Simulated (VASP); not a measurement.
Input of a VASP 6.6.1 run:

Contents of INCAR:

```
ALGO = Normal
EDIFF = 1E-7
ENCUT = 520
GGA = PE
ISIF = 2
ISMEAR = 0
LASPH = True
LCHARG = False
LREAL = False
LWAVE = False
NBANDS = 12
NELM = 100
PREC = Accurate
SIGMA = 0.1
```

File KPOINTS:

```
k-points
0
Gamma
  6 6 6
```

POSCAR

```
BeOs
1.0
    0.0000000000      2.2570037783      2.2570037783
    2.2570037783      0.0000000000      2.2570037783
    2.2570037783      2.2570037783      0.0000000000
Be Os
1 1
Direct
    0.0000000000      0.0000000000      0.0000000000
    0.5000000000      0.5000000000      0.5000000000
```

Potentials or basis: VASP PAW PBE potentials, release 64 (Be, Os).

Launch:

```sh
$ cat potpaw_PBE.64/Be/POTCAR potpaw_PBE.64/Os/POTCAR > POTCAR
$ mpirun -np 1 vasp_std > vasp.out
```

What does it give for the pressure?

0.5 GPa.

Predict the band gap on the k mesh.

zero (band 5 reaches 8.28 eV, above the bottom of band 6 at 5.83 eV).

Caveat: the k points lie up to 0.40 Å⁻¹ apart; spin-orbit coupling is left out, which moves the levels of the heavy elements.
